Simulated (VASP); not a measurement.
# RePb (Fd-3m) in VASP: relaxation of cell and atoms with PBE

Aim: the relaxation of cell and atoms of RePb with PBE.

Everything below comes from runs of VASP 6.6.1. Logs are shortened: lines on timing, memory, paths and dates and some standing lists are left out, and cuts for length are marked.

### Step 1. The cell of the first run

The structure is cubic, space group Fd-3m (No. 227). The conventional cell has a = 7.298 Å, b = 7.298 Å, c = 7.298 Å, α = 90.00°, β = 90.00°, γ = 90.00°. Within 4.2 Å of Re (site symmetry -43m) lie 4 Re at 3.16 Å and 10 Pb at 3.16 to 3.65 Å. Within 4.2 Å of Pb (site symmetry -43m) lie 10 Re at 3.16 to 3.65 Å and 4 Pb at 3.16 Å.

### Step 2. Relaxation of cell and atoms, PBE

Input file INCAR:

```
SYSTEM = RePb
ALGO     = Normal         ! electronic algorithm
EDIFF    = 1E-7           ! SCF threshold, eV
EDIFFG   = -0.04          ! ionic threshold
ENCUT    = 560            ! plane-wave cutoff, eV
GGA      = PE             ! functional
GGA_COMPAT= .False.      
IBRION   = 2              ! ionic algorithm
ISIF     = 3              ! what is computed and relaxed
ISMEAR   = 0              ! smearing method
LASPH    = .True.         ! aspherical terms in the spheres
LCHARG   = .False.        ! write CHGCAR
LREAL    = .False.        ! projectors in reciprocal space
LWAVE    = .False.        ! write WAVECAR
NELM     = 120            ! most SCF steps
NELMIN   = 4            
NSW      = 90             ! ionic steps
PREC     = Accurate       ! precision mode
SIGMA    = 0.1            ! smearing width, eV
```

Input file KPOINTS:

```
k-points
0
Gamma
  4 4 4
  0 0 0
```

Input file POSCAR:

```
RePb
1.0
    0.0000000000      3.6491910010      3.6491910010
    3.6491910010      0.0000000000      3.6491910010
    3.6491910010      3.6491910010      0.0000000000
Re Pb
2 2
Direct
    0.5000000000      0.5000000000      0.5000000000
    0.7500000000      0.7500000000      0.7500000000
    0.0000000000      0.0000000000      0.0000000000
    0.2500000000      0.2500000000      0.2500000000
```

Potentials or basis: VASP PAW PBE potentials, release 64 (Re_sv_GW, Pb_d).

On the command line:

```
$ cat potpaw_PBE.64/Re_sv_GW/POTCAR potpaw_PBE.64/Pb_d/POTCAR > POTCAR
$ mpirun -np 1 vasp_std > vasp.out
```

OUTCAR:

```text
SYSTEM = RePb
   EDIFF = 1E-7
   EDIFFG = -0.04
   ENCUT = 560
   GGA = PE
   IBRION = 2
   ISIF = 3
   ISMEAR = 0
   LASPH = .True.
   LREAL = .False.
   NELM = 120
   NELMIN = 4
   NSW = 90
   PREC = Accurate

 ion  position               nearest neighbor table
   1  0.500  0.500  0.500-   4 3.16   4 3.16   4 3.16   2 3.16   4 3.16   2 3.16   2 3.16   2 3.16
                             3 3.65   3 3.65   3 3.65   3 3.65   3 3.65   3 3.65
   2  0.750  0.750  0.750-   1 3.16   1 3.16   1 3.16   1 3.16   3 3.16   3 3.16   3 3.16   3 3.16
                             4 3.65   4 3.65   4 3.65   4 3.65   4 3.65   4 3.65
   3  0.000  0.000  0.000-   2 3.16   2 3.16   2 3.16   2 3.16   4 3.16   4 3.16   4 3.16   4 3.16
                             1 3.65   1 3.65   1 3.65   1 3.65   1 3.65   1 3.65
   4  0.250  0.250  0.250-   3 3.16   3 3.16   3 3.16   1 3.16   3 3.16   1 3.16   1 3.16   1 3.16
                             2 3.65   2 3.65   2 3.65   2 3.65   2 3.65   2 3.65

  LATTYP: Found a face centered cubic cell.
 ALAT       =     7.2983820020

  Lattice vectors:

 A1 = (   0.0000000000,   3.6491910010,   3.6491910010)
 A2 = (   3.6491910010,   0.0000000000,   3.6491910010)
 A3 = (   3.6491910010,   3.6491910010,   0.0000000000)

Analysis of symmetry for initial positions (statically):
=====================================================================
 Subroutine PRICEL returns:
 Original cell was already a primitive cell.

 Routine SETGRP: Setting up the symmetry group for a
 face centered cubic supercell.

 Subroutine GETGRP returns: Found 48 space group operations
 (whereof 24 operations were pure point group operations)
 out of a pool of 48 trial point group operations.

The static configuration has the point symmetry T_d .
 The point group associated with its full space group is O_h .

Analysis of symmetry for dynamics (positions and initial velocities):
=====================================================================
 Subroutine PRICEL returns:
 Original cell was already a primitive cell.

 Routine SETGRP: Setting up the symmetry group for a
 face centered cubic supercell.

 Subroutine GETGRP returns: Found 48 space group operations
 (whereof 24 operations were pure point group operations)
 out of a pool of 48 trial point group operations.

The dynamic configuration has the point symmetry T_d .
 The point group associated with its full space group is O_h .

 Subroutine INISYM returns: Found 48 space group operations
 (whereof 24 operations are pure point group operations),
 and found     1 'primitive' translations

----------------------------------------------------------------------------------------

                                     Primitive cell

  volume of cell :      97.1896

  direct lattice vectors                    reciprocal lattice vectors
     0.000000000  3.649191001  3.649191001    -0.137016670  0.137016670  0.137016670
     3.649191001  0.000000000  3.649191001     0.137016670 -0.137016670  0.137016670
[... 65 lines left out ...]
   ICHARG =      2    charge: 1-file 2-atom 10-const
   ISPIN  =      1    spin polarized calculation?
   LNONCOLLINEAR =      F non collinear calculations
   LSORBIT =      F    spin-orbit coupling
   LASPH  =      T    aspherical Exc in radial PAW
   ENCUT  =  560.0 eV  41.16 Ry    6.42 a.u.   9.96  9.96  9.96*2*pi/ulx,y,z
   NELM   =    120;   NELMIN=  4; NELMDL= -5     # of ELM steps
   EDIFF  = 0.1E-06   stopping-criterion for ELM
   LREAL  =      F    real-space projection
   EDIFFG = -.4E-01   stopping-criterion for IOM
   NSW    =     90    number of steps for IOM
   IBRION =      2    ionic relax: 0-MD 1-quasi-New 2-CG
   NFREE  =      1    steps in history (QN), initial steepest desc. (CG)
   ISIF   =      3    stress and relaxation
   ISYM   =      2    0-nonsym 1-usesym 2-fastsym
   POTIM  = 0.5000    time-step for ionic-motion
   TEBEG  =    0.0;   TEEND  =   0.0 temperature during run
   PSTRESS=    0.0 pullay stress
   NELECT =      58.0000    total number of electrons
   NUPDOWN=      -1.0000    fix difference up-down
   EMIN   =  10.00;   EMAX   =-10.00  energy-range for DOS
   EFERMI =   0.00;   METHOD = LEGACY
   ISMEAR =     0;   SIGMA  =   0.10  broadening in eV -4-tet -1-fermi 0-gaus
   EFERMI_NEDOS =   21; number of points for ismear=-14 and -15
   IALGO  =     38    algorithm
   IMIX   =      4    mixing-type and parameters
     AMIX     =   0.40;   BMIX     =  1.00
     AMIX_MAG =   1.60;   BMIX_MAG =  1.00
  volume/ion in A,a.u.               =      24.30       163.97
  Fermi-wavevector in a.u.,A,eV,Ry     =   1.378302  2.604612 25.847193  1.899715
  Thomas-Fermi vector in A             =   2.503376
   LORBIT       =      0    0 simple, 1 ext, 2 COOP (PROOUT), +10 PAW based schemes
   GGA     = PE    functional components
   LHFCALC =     F    Hartree Fock is set to
   AEXX    =    0.0000 exact exchange contribution
   IVDW    =     0    specifies the selected vdW correction
   LEPSILON=     F    determine dielectric tensor
   LRPA    =     F    only Hartree local field effects (RPA)
 conjugate gradient relaxation of ions
 non-spin polarized calculation
 Gauss-broadening in eV      SIGMA  =   0.10
  energy-cutoff  :      560.00
  volume of cell :       97.19
 maximum number of plane-waves:      2954
   NGX = 19   NGY = 19   NGZ = 19

--------------------------------------- Ionic step        1  -------------------------------------------

 number of electron      58.0000000 magnetization

 Free energy of the ion-electron system (eV)
  ---------------------------------------------------
  ext. energy  EPLUGINS =         0.00000000
  ---------------------------------------------------
  free energy    TOTEN  =       -28.92008786 eV

  energy without entropy =      -28.89131725  energy(sigma->0) =      -28.90570256

 E-fermi :   8.1338     XC(G=0): -11.3407

 val. band max:        7.9617843719   @ k =   0.5000   0.2500   0.0000
 cond. band min:       8.1656065876   @ k =  -0.2500   0.5000   0.2500
 fundamental gap:      0.2038222158
 Fermi energy:         8.1338267562

 k-point     1 :       0.0000    0.0000    0.0000
  band No.  band energies     occupation
      1     -72.0046      2.00000
      2     -71.9945      2.00000
      3     -33.7917      2.00000
      4     -33.7917      2.00000
      5     -33.7917      2.00000
      6     -33.7134      2.00000
[... 436 lines left out ...]
--------------------------------------- Ionic step        5  -------------------------------------------

 number of electron      58.0000007 magnetization

 Free energy of the ion-electron system (eV)
  ---------------------------------------------------
  ext. energy  EPLUGINS =         0.00000000
  ---------------------------------------------------
  free energy    TOTEN  =       -30.06709788 eV

  energy without entropy =      -30.04227946  energy(sigma->0) =      -30.05468867

 E-fermi :  10.7909     XC(G=0): -12.3854

 val. band max:       10.5276659599   @ k =   0.5000   0.5000   0.0000
 cond. band min:      10.8042282094   @ k =  -0.2500   0.5000   0.2500
 fundamental gap:      0.2765622495
 Fermi energy:        10.7908745192

 k-point     1 :       0.0000    0.0000    0.0000
  band No.  band energies     occupation
      1     -69.3114      2.00000
      2     -69.2840      2.00000
      3     -31.1697      2.00000
      4     -31.1697      2.00000
      5     -31.1697      2.00000
      6     -31.0120      2.00000
[... 316 lines left out ...]
  FREE ENERGIE OF THE ION-ELECTRON SYSTEM (eV)
  ---------------------------------------------------
  free  energy   TOTEN  =       -30.0670978815 eV

  energy  without entropy=      -30.0422794648  energy(sigma->0) =      -30.05468867

 reached required accuracy - stopping structural energy minimisation
```

Wall time 2.7 min (1 thread of Intel Xeon Platinum 8488C (Sapphire Rapids), shared host); peak memory 0.26 GiB.

What came out:

```yaml
Free_energy: -30.0671 eV
Relaxed_volume: 20.01 Å³/atom
Relaxed_cell: a = 4.837 Å, b = 4.837 Å, c = 4.837 Å, α = 60.00°, β = 60.00°, γ = 60.00°
Space_group_after_relaxing_to_0.1_Å: Fd-3m (No. 227)
Energy_gained_by_relaxing: 286.8 meV/atom
Ionic_steps: 5
Pressure_after_relaxing: 0.1 GPa
Band_gap_on_the_k_mesh: zero (bands 29 and 30 overlap by 1.10 eV)
```

The path:
| step | energy change (eV) | largest force (eV/Å) | pressure (GPa) | volume (Å³) |
| --- | --- | --- | --- | --- |
| 1 | 0.0000 | 0.0000 | -17.78 | 97.19 |
| 2 | 1.1379 | 0.0000 | 56.21 | 63.98 |
| 3 | -1.1432 | 0.0000 | -1.47 | 80.93 |
| 4 | -1.1467 | 0.0000 | -0.44 | 80.35 |
| 5 | -1.1470 | 0.0000 | 0.14 | 80.03 |

Final structure:
```
Re Pb
1.0
     0.00000    3.42043    3.42043
     3.42043    0.00000    3.42043
     3.42043    3.42043    0.00000
Re Pb
2 2
Cartesian
  3.4204 3.4204 3.4204
  5.1306 5.1306 5.1306
  0.0000 0.0000 0.0000
  1.7102 1.7102 1.7102
```

Caveat: the k points lie up to 0.40 Å⁻¹ apart in the final cell, too coarse for converged energies and pressures of a metal; the volume moved by over 15 % at a fixed basis, so the end points are rough; spin-orbit coupling is left out, which moves the levels of the heavy elements.

The gap in the log of VASP goes by the Fermi energy; the results here count the filled bands.